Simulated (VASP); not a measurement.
Set up this calculation in VASP 6.6.1, as the native input.

```
Task                   : single point
Functional             : PBE
Potentials or basis    : VASP PAW PBE potentials, release 64 (Sr_sv, O)
Cutoff                 : 520 eV
k mesh                 : 8 × 8 × 8
Occupations            : gaussian, width 0.05 eV
Spin                   : no spin polarisation
Dipole correction      : no
Further INCAR settings : ALGO = Normal; EDIFF = 1e-06; NBANDS = 15
```

The structure of SrO lies in POSCAR:

```
SrO
1.0
    0.0000000000      2.6340450000      2.6340450000
    2.6340450000      0.0000000000      2.6340450000
    2.6340450000      2.6340450000      0.0000000000
Sr O
1 1
Direct
    0.0000000000      0.0000000000      0.0000000000
    0.5000000000      0.5000000000      0.5000000000
```

This cell differs from its parent crystal: strain +0.025 along x and y, +0.025 along z.

These files were run (other wordings do the same):

INCAR

```
SYSTEM = SrO
  ALGO = Normal
  EDIFF = 1E-6
  ENCUT = 520
  GGA = PE
  ISIF = 2
  ISMEAR = 0
  LASPH = .TRUE.
  LCHARG = .TRUE.
  LELF = .TRUE.
  LREAL = .FALSE.
  LVHAR = .TRUE.
  LWAVE = .FALSE.
  NBANDS = 15
  NELM = 60
  PREC = Accurate
  SIGMA = 0.05
```

KPOINTS

```
k-points
0
G
  8 8 8
  0 0 0
```

Potentials or basis: VASP PAW PBE potentials, release 64 (Sr_sv, O).

Command:

```bash
$ cat potpaw_PBE.64/Sr_sv/POTCAR potpaw_PBE.64/O/POTCAR > POTCAR
$ mpirun -np 1 vasp_std > vasp.out
```

It gave:

The pressure is -2.8 GPa and the band gap on the k mesh is 3.29 eV, indirect (least direct gap 3.42 eV).

Caveat: the cell differs from its parent crystal (strain +0.025 along x and y, +0.025 along z).

It took 20 s on 1 thread of Intel Xeon 6975P-C, with other jobs on the host, peak memory 0.16 GiB.
